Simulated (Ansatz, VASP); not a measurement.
# SrO in VASP and in Ansatz

POSCAR

```
SrO
1.0
    0.0000000000      2.7922805169      2.7922805169
    2.7922805169      0.0000000000      2.7922805169
    2.7922805169      2.7922805169      0.0000000000
Sr O
1 1
Direct
    0.0000000000      0.0000000000      0.0000000000
    0.2500000000      0.2500000000      0.2500000000
```

INCAR.step1

```
  ALGO = Normal
  EDIFF = 1E-5
  ENCUT = 660
  GGA = PE
  GGA_COMPAT = False
  ISMEAR = 1
  LASPH = True
  LCHARG = False
  LREAL = False
  LWAVE = True
  NBANDS = 15
  NELM = 120
  PREC = Accurate
  SIGMA = 0.05
```

INCAR.step2

```
  ALGO = Normal
  EDIFF = 1E-6
  ENCUT = 660
  GGA_COMPAT = False
  ISIF = 2
  ISMEAR = 1
  ISTART = 1
  LASPH = True
  LCHARG = False
  LMIXTAU = True
  LREAL = False
  LWAVE = False
  METAGGA = R2SCAN
  NBANDS = 15
  NELM = 120
  PREC = Accurate
  SIGMA = 0.05
```

The input KPOINTS:

```
k-points
0
Gamma
  6 6 6
```

Input for Ansatz:

```yaml
crystal:
  lattice:
    - [0.0, 2.7922805169, 2.7922805169]
    - [2.7922805169, 0.0, 2.7922805169]
    - [2.7922805169, 2.7922805169, 0.0]
  atoms:
    - { symbol: Sr, position: [0.0, 0.0, 0.0] }
    - { symbol: O, position: [0.25, 0.25, 0.25] }
kpoints:
  mp_grid: { grid: [6, 6, 6] }
hamiltonian:
  xc: r2scan
scf:
  occupations: { method: methfessel_paxton, width: 0.05 }
  n_extra_bands: 4
output:
  forces: true
  stress: true
  eigenvalues: true
```

Alike in both runs: task single point; functional r2SCAN; k mesh 6 × 6 × 6; occupations methfessel-paxton of order 1, width 0.05 eV; no spin polarisation.

|  | VASP | Ansatz |
| --- | --- | --- |
| version | VASP 6.6.1 | Ansatz 0.2.0 |
| potentials or method | VASP PAW PBE potentials, release 64 (Sr_sv, O) | plane waves |
| plane-wave cutoff (eV) | 660 | 500 |
| valence electrons in the cell | 16 | 16 |

```tsv
	VASP	Ansatz	Ansatz less VASP
gap on the k mesh at the Fermi level (eV)	2.91	2.89	-0.016
pressure (GPa)	0.4	0.0	-0.36
```

VASP's potentials were made for PBE, not for r2SCAN.
